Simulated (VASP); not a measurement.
# Br (P6/mmm) in VASP: notebook, part 2 of 2

VASP 6.6.1. Earlier steps stand in the parts before.

### Step 3. Single point, PBE (volume scaled by 0.6)

INCAR

```
PREC = Accurate ; ENCUT = 520
EDIFF = 1E-6 ; ISMEAR = -1
SIGMA = 0.1 ; LREAL = False
LASPH = True ; NELM = 100
ALGO = Normal ; ISIF = 2
LWAVE = False ; LCHARG = False
GGA = PE ; NBANDS = 10
```

KPOINTS

```
regular mesh
0
Gamma
  15 15 14
```

POSCAR

```
Br
1.0
    3.1648677363      0.0000000000      0.0000000000
   -1.5824338681      2.7408558593      0.0000000000
    0.0000000000      0.0000000000      2.4685191177
Br
1
Direct
    0.0000000000      0.0000000000      0.0000000000
```

Potentials or basis: VASP PAW PBE potentials, release 64 (Br).

Started as:

```bash
cat potpaw_PBE.64/Br/POTCAR > POTCAR
mpirun -np 1 vasp_std > vasp.out
```

OUTCAR:

```text
PREC = Accurate
   ENCUT = 520
   EDIFF = 1E-6
   ISMEAR = -1
   LREAL = False
   LASPH = True
   NELM = 100
   ISIF = 2
   GGA = PE

 ion  position               nearest neighbor table
   1  0.000  0.000  0.000-

  LATTYP: Found a hexagonal cell.
 ALAT       =     3.1648677363
 C/A-ratio  =     0.7799754440

  Lattice vectors:

 A1 = (   3.1648677363,   0.0000000000,   0.0000000000)
 A2 = (  -1.5824338681,   2.7408558593,   0.0000000000)
 A3 = (   0.0000000000,   0.0000000000,   2.4685191177)

Analysis of symmetry for initial positions (statically):
=====================================================================
 Subroutine PRICEL returns:
 Original cell was already a primitive cell.

 Routine SETGRP: Setting up the symmetry group for a
 hexagonal supercell.

 Subroutine GETGRP returns: Found 24 space group operations
 (whereof 24 operations were pure point group operations)
 out of a pool of 24 trial point group operations.

The static configuration has the point symmetry D_6h.

Analysis of symmetry for dynamics (positions and initial velocities):
=====================================================================
 Subroutine PRICEL returns:
 Original cell was already a primitive cell.

 Routine SETGRP: Setting up the symmetry group for a
 hexagonal supercell.

 Subroutine GETGRP returns: Found 24 space group operations
 (whereof 24 operations were pure point group operations)
 out of a pool of 24 trial point group operations.

The dynamic configuration has the point symmetry D_6h.

 Subroutine INISYM returns: Found 24 space group operations
 (whereof 24 operations are pure point group operations),
 and found     1 'primitive' translations

----------------------------------------------------------------------------------------

                                     Primitive cell

  volume of cell :      21.4130

  direct lattice vectors                    reciprocal lattice vectors
     3.164867736  0.000000000  0.000000000     0.315968970  0.182424770  0.000000000
    -1.582433868  2.740855859  0.000000000     0.000000000  0.364849540  0.000000000
     0.000000000  0.000000000  2.468519118     0.000000000  0.000000000  0.405101177

  length of vectors
     3.164867736  3.164867736  2.468519118     0.364849540  0.364849540  0.405101177

  position of ions in fractional coordinates (direct lattice)
     0.000000000  0.000000000  0.000000000

  ion indices of the primitive-cell ions
   primitive index   ion index
                 1           1

----------------------------------------------------------------------------------------

 KPOINTS: regular mesh

Automatic generation of k-mesh.
 Grid dimensions read from file:
 generate k-points for:   15   15   14

 Generating k-lattice:

  Cartesian coordinates                     Fractional coordinates (reciprocal lattice)
     0.021064598  0.012161651  0.000000000     0.066666667  0.000000000  0.000000000
     0.000000000  0.024323303  0.000000000     0.000000000  0.066666667  0.000000000
     0.000000000  0.000000000  0.028935798     0.000000000  0.000000000  0.071428571

  Length of vectors
     0.024323303  0.024323303  0.028935798

  Shift w.r.t. Gamma in fractional coordinates (k-lattice)
     0.000000000  0.000000000  0.000000000

 Subroutine IBZKPT returns following result:
 ===========================================

 Found    216 irreducible k-points:

 Following reciprocal coordinates:
            Coordinates               Weight
  0.000000  0.000000  0.000000      1.000000
  0.066667  0.000000  0.000000      6.000000
  0.133333  0.000000  0.000000      6.000000
  0.200000  0.000000  0.000000      6.000000
  0.266667  0.000000  0.000000      6.000000
  0.333333 -0.000000  0.000000      6.000000
[... 16 lines left out ...]
  0.333333  0.200000  0.000000     12.000000
  0.400000  0.200000  0.000000      6.000000
 [... further k-points ...]
   k-points           NKPTS =    216   k-points in BZ     NKDIM =    216   number of bands    NBANDS=     10
   number of dos      NEDOS =    301   number of ions     NIONS =      1
   total plane-waves  NPLWV =  10368
   dimension x,y,z NGX =    24 NGY =   24 NGZ =   18
   dimension x,y,z NGXF=    48 NGYF=   48 NGZF=   36
   ions per type =               1
   NGX,Y,Z   is equivalent  to a cutoff of  12.61, 12.61, 12.12 a.u.
   NGXF,Y,Z  is equivalent  to a cutoff of  25.21, 25.21, 24.24 a.u.
 SYSTEM =  unknown system
   PREC   = accura    normal or accurate (medium, high low for compatibility)
   ISTART =      0    job   : 0-new  1-cont  2-samecut
   ICHARG =      2    charge: 1-file 2-atom 10-const
   ISPIN  =      1    spin polarized calculation?
   LNONCOLLINEAR =      F non collinear calculations
   LSORBIT =      F    spin-orbit coupling
   LASPH  =      T    aspherical Exc in radial PAW
   ENCUT  =  520.0 eV  38.22 Ry    6.18 a.u.   5.88  5.88  4.59*2*pi/ulx,y,z
   NELM   =    100;   NELMIN=  2; NELMDL= -5     # of ELM steps
   EDIFF  = 0.1E-05   stopping-criterion for ELM
   LREAL  =      F    real-space projection
   EDIFFG = 0.1E-04   stopping-criterion for IOM
   NSW    =      0    number of steps for IOM
   IBRION =     -1    ionic relax: 0-MD 1-quasi-New 2-CG
   NFREE  =      0    steps in history (QN), initial steepest desc. (CG)
   ISIF   =      2    stress and relaxation
   ISYM   =      2    0-nonsym 1-usesym 2-fastsym
   POTIM  = 0.5000    time-step for ionic-motion
   TEBEG  =    0.0;   TEEND  =   0.0 temperature during run
   PSTRESS=    0.0 pullay stress
   NELECT =       7.0000    total number of electrons
   NUPDOWN=      -1.0000    fix difference up-down
   EMIN   =  10.00;   EMAX   =-10.00  energy-range for DOS
   EFERMI =   0.00;   METHOD = LEGACY
   ISMEAR =    -1;   SIGMA  =   0.10  broadening in eV -4-tet -1-fermi 0-gaus
   EFERMI_NEDOS =   21; number of points for ismear=-14 and -15
   IALGO  =     38    algorithm
   IMIX   =      4    mixing-type and parameters
     AMIX     =   0.40;   BMIX     =  1.00
     AMIX_MAG =   1.60;   BMIX_MAG =  1.00
  volume/ion in A,a.u.               =      21.41       144.50
  Fermi-wavevector in a.u.,A,eV,Ry     =   1.127755  2.131148 17.304316  1.271831
  Thomas-Fermi vector in A             =   2.264442
   LORBIT       =      0    0 simple, 1 ext, 2 COOP (PROOUT), +10 PAW based schemes
   GGA     = PE    functional components
[... 5 lines left out ...]
 non-spin polarized calculation
  energy-cutoff  :      520.00
  volume of cell :       21.41
 maximum number of plane-waves:       591
 NGX is ok and might be reduce to    24
   NGX = 11   NGY = 11   NGZ =  9

 number of electron       7.0000002 magnetization

 Free energy of the ion-electron system (eV)
  ---------------------------------------------------
  ext. energy  EPLUGINS =         0.00000000
  ---------------------------------------------------
  free energy    TOTEN  =        -1.08694013 eV

  energy without entropy =       -1.07223392  energy(sigma->0) =       -1.07958703

 E-fermi :   4.5802     XC(G=0): -10.1271

 val. band max:        4.5656575915   @ k =   0.4000   0.0000   0.4286
 cond. band min:       4.6259065588   @ k =   0.1333   0.0000   0.4286
 fundamental gap:      0.0602489673
 Fermi energy:         4.5801718166

 k-point     1 :       0.0000    0.0000    0.0000
  band No.  band energies     occupation
      1     -13.4478      2.00000
      2       3.4650      1.99997
      3       3.4650      1.99997
      4       8.1337      0.00000
      5      10.7201      0.00000
      6      15.3368      0.00000
      7      15.3368      0.00000
      8      16.2026      0.00000
      9      19.6738      0.00000
     10      29.2608      0.00000

 k-point     2 :       0.0667    0.0000    0.0000
  band No.  band energies     occupation
      1     -13.4006      2.00000
      2       3.0753      2.00000
      3       3.3908      1.99999
      4       8.1638      0.00000
      5      11.1218      0.00000
      6      14.9021      0.00000
      7      15.5725      0.00000
      8      16.2662      0.00000
      9      20.4444      0.00000
     10      28.6381      0.00000
[... 274 lines left out ...]
 k-point    24 :       0.4000    0.2000    0.0000
  band No.  band energies     occupation
      1     -11.9871      2.00000
      2      -1.7905      2.00000
      3       0.3546      2.00000
      4       8.9699      0.00000
      5      13.2883      0.00000
      6      17.9001      0.00000
      7      18.5567      0.00000
      8      23.8048      0.00000
      9      23.8692      0.00000
     10      25.0460      0.00000

 [... further k-points ...]

------------------------ aborting loop because EDIFF is reached ----------------------------------------

  FORCE on cell =-STRESS in cart. coord.  units (eV):
  Direction    XX          YY          ZZ          XY          YZ          ZX
  --------------------------------------------------------------------------------------
  -------------------------------------------------------------------------------------
  Total        2.7262280      2.7262280      2.7535905      0.0000000      0.0000000      0.0000000
  in kB      203.9832449    203.9832449    206.0305811      0.0000000      0.0000000      0.0000000
  external PRESSURE =     204.6656903 kB  Pullay stress =       0.0000000 kB

 VOLUME and BASIS-vectors are now :
 -----------------------------------------------------------------------------
  energy-cutoff  :      520.00
  volume of cell :       21.41
      direct lattice vectors                 reciprocal lattice vectors
     3.164867736  0.000000000  0.000000000     0.315968970  0.182424770  0.000000000
    -1.582433868  2.740855859  0.000000000     0.000000000  0.364849540  0.000000000
     0.000000000  0.000000000  2.468519118     0.000000000  0.000000000  0.405101177

 POSITION                                       TOTAL-FORCE (eV/Angst)
 -----------------------------------------------------------------------------------
      0.00000      0.00000      0.00000         0.000000      0.000000      0.000000
 -----------------------------------------------------------------------------------
    total drift:                               -0.000000      0.000000      0.000000

  FREE ENERGIE OF THE ION-ELECTRON SYSTEM (eV)
  ---------------------------------------------------
  free  energy   TOTEN  =        -1.0869401340 eV

  energy  without entropy=       -1.0722339237  energy(sigma->0) =       -1.07958703
```

stdout:

```text
POSCAR found type information on POSCAR Br
 POSCAR found :  1 types and       1 ions
 scaLAPACK will be used
 LDA part: xc-table for (Slater+PW92), standard interpolation
 POSCAR, INCAR and KPOINTS ok, starting setup
 FFT: planning ... GRIDC
 FFT: planning ... GRID_SOFT
 FFT: planning ... GRID
 WAVECAR not read
 entering main loop
```

It took 9.9 s on 1 thread of Intel Xeon 6975P-C (Granite Rapids), shared host; peak memory 0.15 GiB.

Results:

| Item | Value |
| --- | --- |
| Free energy | -1.0869 eV |
| Pressure | 20.5 GPa |

Caveat: an odd number of electrons without spin polarisation forces a metal; a magnetic or distorted state may lie lower.
